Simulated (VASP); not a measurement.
# Rb (Im-3m) in VASP: a series of runs

Runs on Rb. Level: PBE. Tasks: single point.

Program: VASP 6.6.1. These are calculated values, not measurements. Logs are shortened: lines on timing, memory, paths and dates and some standing lists are left out, and cuts for length are marked.

**1. The cell of the first run**

Symmetry: Im-3m, No. 229, cubic system. Conventional cell: a = 5.612 Å, b = 5.612 Å, c = 5.612 Å, α = 90.00°, β = 90.00°, γ = 90.00°.

**2. Single point, PBE**

Input file INCAR:

```
  PREC = Accurate
  ENCUT = 520
  EDIFF = 1E-6
  ISMEAR = -1
  SIGMA = 0.05
  LREAL = False
  LASPH = True
  NELM = 100
  ALGO = Normal
  ISIF = 2
  LWAVE = False
  LCHARG = True
  GGA = PE
  LELF = True
  LVHAR = True
  NBANDS = 10
```

Input file KPOINTS:

```
Automatic mesh
0
Gamma
  3 3 3
```

Input file POSCAR:

```
Rb
1.0
   -2.8060000000      2.8060000000      2.8060000000
    2.8060000000     -2.8060000000      2.8060000000
    2.8060000000      2.8060000000     -2.8060000000
Rb
1
Direct
    0.0000000000      0.0000000000      0.0000000000
```

Potentials or basis: VASP PAW PBE potentials, release 64 (Rb_sv).

Command:

```console
cat potpaw_PBE.64/Rb_sv/POTCAR > POTCAR
mpirun -np 1 vasp_std > vasp.out
```

OUTCAR:

```text
PREC = Accurate
   ENCUT = 520
   EDIFF = 1E-6
   ISMEAR = -1
   LREAL = False
   LASPH = True
   NELM = 100
   ISIF = 2
   GGA = PE

 ion  position               nearest neighbor table
   1  0.000  0.000  0.000-

  LATTYP: Found a body centered cubic cell.
 ALAT       =     5.6120000000

  Lattice vectors:

 A1 = (  -2.8060000000,   2.8060000000,   2.8060000000)
 A2 = (   2.8060000000,  -2.8060000000,   2.8060000000)
 A3 = (   2.8060000000,   2.8060000000,  -2.8060000000)

Analysis of symmetry for initial positions (statically):
=====================================================================
 Subroutine PRICEL returns:
 Original cell was already a primitive cell.

 Routine SETGRP: Setting up the symmetry group for a
 body centered cubic supercell.

 Subroutine GETGRP returns: Found 48 space group operations
 (whereof 48 operations were pure point group operations)
 out of a pool of 48 trial point group operations.

The static configuration has the point symmetry O_h .

Analysis of symmetry for dynamics (positions and initial velocities):
=====================================================================
 Subroutine PRICEL returns:
 Original cell was already a primitive cell.

 Routine SETGRP: Setting up the symmetry group for a
 body centered cubic supercell.

 Subroutine GETGRP returns: Found 48 space group operations
 (whereof 48 operations were pure point group operations)
 out of a pool of 48 trial point group operations.

The dynamic configuration has the point symmetry O_h .

 Subroutine INISYM returns: Found 48 space group operations
 (whereof 48 operations are pure point group operations),
 and found     1 'primitive' translations

----------------------------------------------------------------------------------------

                                     Primitive cell

  volume of cell :      88.3737

  direct lattice vectors                    reciprocal lattice vectors
    -2.806000000  2.806000000  2.806000000     0.000000000  0.178189594  0.178189594
     2.806000000 -2.806000000  2.806000000     0.178189594  0.000000000  0.178189594
     2.806000000  2.806000000 -2.806000000     0.178189594  0.178189594  0.000000000

  length of vectors
     4.860134566  4.860134566  4.860134566     0.251998140  0.251998140  0.251998140

  position of ions in fractional coordinates (direct lattice)
     0.000000000  0.000000000  0.000000000

  ion indices of the primitive-cell ions
   primitive index   ion index
                 1           1
[... 50 lines left out ...]
   NELM   =    100;   NELMIN=  2; NELMDL= -5     # of ELM steps
   EDIFF  = 0.1E-05   stopping-criterion for ELM
   LREAL  =      F    real-space projection
   EDIFFG = 0.1E-04   stopping-criterion for IOM
   NSW    =      0    number of steps for IOM
   IBRION =     -1    ionic relax: 0-MD 1-quasi-New 2-CG
   NFREE  =      0    steps in history (QN), initial steepest desc. (CG)
   ISIF   =      2    stress and relaxation
   ISYM   =      2    0-nonsym 1-usesym 2-fastsym
   POTIM  = 0.5000    time-step for ionic-motion
   TEBEG  =    0.0;   TEEND  =   0.0 temperature during run
   PSTRESS=    0.0 pullay stress
   NELECT =       9.0000    total number of electrons
   NUPDOWN=      -1.0000    fix difference up-down
   EMIN   =  10.00;   EMAX   =-10.00  energy-range for DOS
   EFERMI =   0.00;   METHOD = LEGACY
   ISMEAR =    -1;   SIGMA  =   0.05  broadening in eV -4-tet -1-fermi 0-gaus
   EFERMI_NEDOS =   21; number of points for ismear=-14 and -15
   IALGO  =     38    algorithm
   IMIX   =      4    mixing-type and parameters
     AMIX     =   0.40;   BMIX     =  1.00
     AMIX_MAG =   1.60;   BMIX_MAG =  1.00
  volume/ion in A,a.u.               =      88.37       596.38
  Fermi-wavevector in a.u.,A,eV,Ry     =   0.764507  1.444708  7.952205  0.584471
  Thomas-Fermi vector in A             =   1.864423
   LORBIT       =      0    0 simple, 1 ext, 2 COOP (PROOUT), +10 PAW based schemes
   GGA     = PE    functional components
[... 5 lines left out ...]
 non-spin polarized calculation
  energy-cutoff  :      520.00
  volume of cell :       88.37
 maximum number of plane-waves:      2390
   NGX = 19   NGY = 19   NGZ = 19

 number of electron       9.0000000 magnetization

 Free energy of the ion-electron system (eV)
  ---------------------------------------------------
  ext. energy  EPLUGINS =         0.00000000
  ---------------------------------------------------
  free energy    TOTEN  =        -1.02568768 eV

  energy without entropy =       -1.01931353  energy(sigma->0) =       -1.02250060

 E-fermi :   0.2291     XC(G=0):  -5.5373

 val. band max:       -0.6948114788   @ k =   0.3333   0.0000   0.0000
 cond. band min:       0.3490155751   @ k =  -0.3333   0.3333   0.3333
 fundamental gap:      1.0438270540
 Fermi energy:         0.2291208158

 k-point     1 :       0.0000    0.0000    0.0000
  band No.  band energies     occupation
      1     -28.8125      2.00000
      2     -12.8510      2.00000
      3     -12.8510      2.00000
      4     -12.8510      2.00000
      5      -1.9325      2.00000
      6       3.7832      0.00000
      7       3.7832      0.00000
      8       3.7832      0.00000
      9       4.7380      0.00000
     10       4.7380      0.00000
[... 27 lines left out ...]
 k-point     4 :      -0.3333    0.3333    0.3333
  band No.  band energies     occupation
      1     -28.8058      2.00000
      2     -12.9206      2.00000
      3     -12.9068      2.00000
      4     -12.9068      2.00000
      5       0.3490      0.16667
      6       1.8075      0.00000
      7       3.1746      0.00000
      8       3.1746      0.00000
      9       3.5688      0.00000
     10       5.2865      0.00000

------------------------ aborting loop because EDIFF is reached ----------------------------------------

  FORCE on cell =-STRESS in cart. coord.  units (eV):
  Direction    XX          YY          ZZ          XY          YZ          ZX
  --------------------------------------------------------------------------------------
  -------------------------------------------------------------------------------------
  Total       -0.0065043     -0.0065043     -0.0065043      0.0000000      0.0000000     -0.0000000
  in kB       -0.1179207     -0.1179207     -0.1179207      0.0000000      0.0000000     -0.0000000
  external PRESSURE =      -0.1179207 kB  Pullay stress =       0.0000000 kB

 VOLUME and BASIS-vectors are now :
 -----------------------------------------------------------------------------
  energy-cutoff  :      520.00
  volume of cell :       88.37
      direct lattice vectors                 reciprocal lattice vectors
    -2.806000000  2.806000000  2.806000000     0.000000000  0.178189594  0.178189594
     2.806000000 -2.806000000  2.806000000     0.178189594  0.000000000  0.178189594
     2.806000000  2.806000000 -2.806000000     0.178189594  0.178189594  0.000000000

 POSITION                                       TOTAL-FORCE (eV/Angst)
 -----------------------------------------------------------------------------------
      0.00000      0.00000      0.00000        -0.000000      0.000000     -0.000000
 -----------------------------------------------------------------------------------
    total drift:                               -0.000000      0.000000      0.000000

  FREE ENERGIE OF THE ION-ELECTRON SYSTEM (eV)
  ---------------------------------------------------
  free  energy   TOTEN  =        -1.0256876763 eV

  energy  without entropy=       -1.0193135293  energy(sigma->0) =       -1.02250060
```

stdout:

```text
POSCAR found type information on POSCAR Rb
 POSCAR found :  1 types and       1 ions
 scaLAPACK will be used
 LDA part: xc-table for (Slater+PW92), standard interpolation
 POSCAR, INCAR and KPOINTS ok, starting setup
 FFT: planning ... GRIDC
 FFT: planning ... GRID_SOFT
 FFT: planning ... GRID
 WAVECAR not read
 entering main loop
```

Wall time 12 s (1 thread of Intel Xeon 6975P-C, shared host); peak memory 0.19 GiB.

Results:

```yaml
Free_energy: -1.0257 eV
Pressure: 0.0 GPa
```

Levels at points of the mesh, in eV from the Fermi level:
```
           k point  band 1  band 2  band 3  band 4  band 5  band 6  band 7  band 8  band 9
(0.00, 0.00, 0.00)  -29.04  -13.08  -13.08  -13.08   -2.16    3.55    3.55    3.55    4.51
```

Caveat: the k points lie up to 0.53 Å⁻¹ apart.

**3. Single point, PBE**

Input file INCAR:

```
SYSTEM = Rb
PREC = Accurate
ENCUT = 520
EDIFF = 1E-6
ISMEAR = -1
SIGMA = 0.05
LREAL = .False.
LASPH = .True.
NELM = 80
ALGO = Normal
ISIF = 2
LWAVE = .False.
LCHARG = .False.
GGA = PE
NBANDS = 10
```

Input file KPOINTS:

```
Automatic mesh
0
Gamma
  5 5 5
  0 0 0
```

POSCAR is that of step 2.

Potentials or basis: VASP PAW PBE potentials, release 64 (Rb_sv).

Command:

```console
cat potpaw_PBE.64/Rb_sv/POTCAR > POTCAR
mpirun -np 1 vasp_std > vasp.out
```

OUTCAR:

```text
SYSTEM = Rb
   PREC = Accurate
   ENCUT = 520
   EDIFF = 1E-6
   ISMEAR = -1
   LREAL = .False.
   LASPH = .True.
   NELM = 80
   ISIF = 2
   GGA = PE

 ion  position               nearest neighbor table
   1  0.000  0.000  0.000-

  LATTYP: Found a body centered cubic cell.
 ALAT       =     5.6120000000

  Lattice vectors:

 A1 = (  -2.8060000000,   2.8060000000,   2.8060000000)
 A2 = (   2.8060000000,  -2.8060000000,   2.8060000000)
 A3 = (   2.8060000000,   2.8060000000,  -2.8060000000)

Analysis of symmetry for initial positions (statically):
=====================================================================
 Subroutine PRICEL returns:
 Original cell was already a primitive cell.

 Routine SETGRP: Setting up the symmetry group for a
 body centered cubic supercell.

 Subroutine GETGRP returns: Found 48 space group operations
 (whereof 48 operations were pure point group operations)
 out of a pool of 48 trial point group operations.

The static configuration has the point symmetry O_h .

Analysis of symmetry for dynamics (positions and initial velocities):
[... 145 lines left out ...]
 fundamental gap:      0.3949964108
 Fermi energy:         0.1238767774

 k-point     1 :       0.0000    0.0000    0.0000
  band No.  band energies     occupation
      1     -28.8093      2.00000
      2     -12.8484      2.00000
      3     -12.8484      2.00000
      4     -12.8484      2.00000
      5      -1.9322      2.00000
      6       3.7852      0.00000
      7       3.7852      0.00000
      8       3.7852      0.00000
      9       4.7380      0.00000
     10       4.7380      0.00000
[... 105 lines left out ...]
 k-point    10 :      -0.4000    0.4000    0.4000
  band No.  band energies     occupation
      1     -28.8014      2.00000
      2     -12.9227      2.00000
      3     -12.9164      2.00000
      4     -12.9164      2.00000
      5       0.9783      0.00000
      6       1.4941      0.00000
      7       3.2039      0.00000
      8       3.2852      0.00000
      9       3.2852      0.00000
     10       5.7671      0.00000

------------------------ aborting loop because EDIFF is reached ----------------------------------------

  FORCE on cell =-STRESS in cart. coord.  units (eV):
  Direction    XX          YY          ZZ          XY          YZ          ZX
  --------------------------------------------------------------------------------------
  -------------------------------------------------------------------------------------
  Total        0.0409357      0.0409357      0.0409357     -0.0000000     -0.0000000     -0.0000000
  in kB        0.7421466      0.7421466      0.7421466     -0.0000000     -0.0000000     -0.0000000
  external PRESSURE =       0.7421466 kB  Pullay stress =       0.0000000 kB

 VOLUME and BASIS-vectors are now :
 -----------------------------------------------------------------------------
  energy-cutoff  :      520.00
  volume of cell :       88.37
      direct lattice vectors                 reciprocal lattice vectors
    -2.806000000  2.806000000  2.806000000     0.000000000  0.178189594  0.178189594
     2.806000000 -2.806000000  2.806000000     0.178189594  0.000000000  0.178189594
     2.806000000  2.806000000 -2.806000000     0.178189594  0.178189594  0.000000000

 POSITION                                       TOTAL-FORCE (eV/Angst)
 -----------------------------------------------------------------------------------
      0.00000      0.00000      0.00000         0.000000     -0.000000     -0.000000
 -----------------------------------------------------------------------------------
    total drift:                               -0.000000      0.000000      0.000000

  FREE ENERGIE OF THE ION-ELECTRON SYSTEM (eV)
  ---------------------------------------------------
  free  energy   TOTEN  =        -0.9441538753 eV

  energy  without entropy=       -0.9321435996  energy(sigma->0) =       -0.93814874
```

OSZICAR:

```text
N       E                     dE             d eps       ncg     rms          rms(c)
DAV:   1     0.417784781119E+02    0.41778E+02   -0.31923E+03   200   0.640E+02
DAV:   2     0.162915915790E+01   -0.40149E+02   -0.39359E+02   218   0.132E+02
DAV:   3    -0.859538554069E+00   -0.24887E+01   -0.24854E+01   280   0.327E+01
DAV:   4    -0.940635194860E+00   -0.81097E-01   -0.81050E-01   270   0.510E+00
DAV:   5    -0.942834593123E+00   -0.21994E-02   -0.21994E-02   274   0.611E-01    0.124E+00
DAV:   6    -0.943208931432E+00   -0.37434E-03   -0.18148E-03   260   0.250E-01    0.753E-01
DAV:   7    -0.944040249864E+00   -0.83132E-03   -0.33921E-03   234   0.332E-01    0.474E-02
DAV:   8    -0.944150162248E+00   -0.10991E-03   -0.17060E-04   232   0.107E-01    0.145E-02
DAV:   9    -0.944153344347E+00   -0.31821E-05   -0.51806E-06   306   0.137E-02    0.428E-03
DAV:  10    -0.944153875265E+00   -0.53092E-06   -0.25484E-06   238   0.889E-03
   1 F= -.94415388E+00 E0= -.93814874E+00  d E =-.120103E-01
```

stdout:

```text
POSCAR found type information on POSCAR Rb
 POSCAR found :  1 types and       1 ions
 scaLAPACK will be used
 LDA part: xc-table for (Slater+PW92), standard interpolation
 POSCAR, INCAR and KPOINTS ok, starting setup
 FFT: planning ... GRIDC
 FFT: planning ... GRID_SOFT
 FFT: planning ... GRID
 WAVECAR not read
 entering main loop
```

Wall time 15 s (1 thread of Intel Xeon 6975P-C, shared host); peak memory 0.19 GiB.

What came out:

```
Free energy : -0.9442 eV
Pressure    : 0.1 GPa
```

**4. Single point, PBE**

Input file INCAR:

```
SYSTEM = Rb
  PREC = Accurate
  ENCUT = 520
  EDIFF = 1E-7
  ISMEAR = -1
  SIGMA = 0.05
  LREAL = .FALSE.
  LASPH = .TRUE.
  NELM = 80
  ALGO = Normal
  ISIF = 2
  LWAVE = .FALSE.
  LCHARG = .TRUE.
  GGA = PE
  LELF = .TRUE.
  LVHAR = .TRUE.
  NBANDS = 10
```

Input file KPOINTS:

```
regular mesh
0
G
  14 14 14
  0 0 0
```

POSCAR is that of step 3.

Potentials or basis: VASP PAW PBE potentials, release 64 (Rb_sv).

Command:

```console
cat potpaw_PBE.64/Rb_sv/POTCAR > POTCAR
mpirun -np 1 vasp_std > vasp.out
```

OUTCAR:

```text
SYSTEM = Rb
   PREC = Accurate
   ENCUT = 520
   EDIFF = 1E-7
   ISMEAR = -1
   LREAL = .FALSE.
   LASPH = .TRUE.
   NELM = 80
   ISIF = 2
   GGA = PE

 ion  position               nearest neighbor table
   1  0.000  0.000  0.000-

  LATTYP: Found a body centered cubic cell.
 ALAT       =     5.6120000000

  Lattice vectors:

 A1 = (  -2.8060000000,   2.8060000000,   2.8060000000)
 A2 = (   2.8060000000,  -2.8060000000,   2.8060000000)
 A3 = (   2.8060000000,   2.8060000000,  -2.8060000000)

Analysis of symmetry for initial positions (statically):
=====================================================================
 Subroutine PRICEL returns:
 Original cell was already a primitive cell.

 Routine SETGRP: Setting up the symmetry group for a
 body centered cubic supercell.

 Subroutine GETGRP returns: Found 48 space group operations
 (whereof 48 operations were pure point group operations)
 out of a pool of 48 trial point group operations.

The static configuration has the point symmetry O_h .

Analysis of symmetry for dynamics (positions and initial velocities):
=====================================================================
[... 156 lines left out ...]

 val. band max:        0.0690305390   @ k =   0.2857   0.2143   0.0000
 cond. band min:       0.0807171651   @ k =   0.3571   0.0714   0.0714
 fundamental gap:      0.0116866261
 Fermi energy:         0.0754378932

 k-point     1 :       0.0000    0.0000    0.0000
  band No.  band energies     occupation
      1     -28.8092      2.00000
      2     -12.8484      2.00000
      3     -12.8484      2.00000
      4     -12.8484      2.00000
      5      -1.9326      2.00000
      6       3.7848      0.00000
      7       3.7848      0.00000
      8       3.7848      0.00000
      9       4.7381      0.00000
     10       4.7381      0.00000
[... 287 lines left out ...]
 k-point    24 :       0.3571    0.2857    0.0000
  band No.  band energies     occupation
      1     -28.8038      2.00000
      2     -12.9290      2.00000
      3     -12.9127      2.00000
      4     -12.8614      2.00000
      5       1.0390      0.00000
      6       1.0997      0.00000
      7       1.5951      0.00000
      8       4.1269      0.00000
      9       4.8750      0.00000
     10       5.0386      0.00000

 [... further k-points ...]
[... 5 lines left out ...]
  --------------------------------------------------------------------------------------
  -------------------------------------------------------------------------------------
  Total        0.0495235      0.0495235      0.0495235      0.0000000     -0.0000000      0.0000000
  in kB        0.8978396      0.8978396      0.8978396      0.0000000     -0.0000000      0.0000000
  external PRESSURE =       0.8978396 kB  Pullay stress =       0.0000000 kB

 VOLUME and BASIS-vectors are now :
 -----------------------------------------------------------------------------
  energy-cutoff  :      520.00
  volume of cell :       88.37
      direct lattice vectors                 reciprocal lattice vectors
    -2.806000000  2.806000000  2.806000000     0.000000000  0.178189594  0.178189594
     2.806000000 -2.806000000  2.806000000     0.178189594  0.000000000  0.178189594
     2.806000000  2.806000000 -2.806000000     0.178189594  0.178189594  0.000000000

 POSITION                                       TOTAL-FORCE (eV/Angst)
 -----------------------------------------------------------------------------------
      0.00000      0.00000      0.00000        -0.000000      0.000000     -0.000000
 -----------------------------------------------------------------------------------
    total drift:                               -0.000000      0.000000      0.000000

  FREE ENERGIE OF THE ION-ELECTRON SYSTEM (eV)
  ---------------------------------------------------
  free  energy   TOTEN  =        -0.9390378510 eV

  energy  without entropy=       -0.9313971171  energy(sigma->0) =       -0.93521748
```

stdout:

```text
POSCAR found type information on POSCAR Rb
 POSCAR found :  1 types and       1 ions
 scaLAPACK will be used
 LDA part: xc-table for (Slater+PW92), standard interpolation
 POSCAR, INCAR and KPOINTS ok, starting setup
 FFT: planning ... GRIDC
 FFT: planning ... GRID_SOFT
 FFT: planning ... GRID
 WAVECAR not read
 entering main loop
```

Run time: 99 s. Hardware: 1 thread of Intel Xeon 6975P-C, shared host; peak memory 0.25 GiB.

Results:

| Item | Value |
| --- | --- |
| Free energy | -0.9390 eV |
| Pressure | 0.1 GPa |

Levels at points of the mesh, in eV from the Fermi level:
```
           k point  band 2  band 3  band 4  band 5  band 6  band 7
(0.00, 0.00, 0.00)  -12.92  -12.92  -12.92   -2.01    3.71    3.71
(0.50, 0.00, 0.00)  -13.03  -12.96  -12.92    0.24    0.80    2.59
(0.50, 0.50, 0.50)  -13.00  -13.00  -13.00    1.24    1.24    3.33
```

**5. The runs side by side**

```csv
k mesh,gap on the mesh (eV),pressure (GPa)
3 × 3 × 3,none,0.0
5 × 5 × 5,none,0.1
14 × 14 × 14,none,0.1
```

Alike in all rows: task single point; level PBE; potentials or basis VASP PAW PBE potentials, release 64 (Rb_sv); no spin polarisation; cell as given; cutoff (eV) 520; smearing fermi-dirac 0.05 eV.

Caveats: some runs use coarse meshes.

Absolute energies hang on the potentials; compare differences alone.
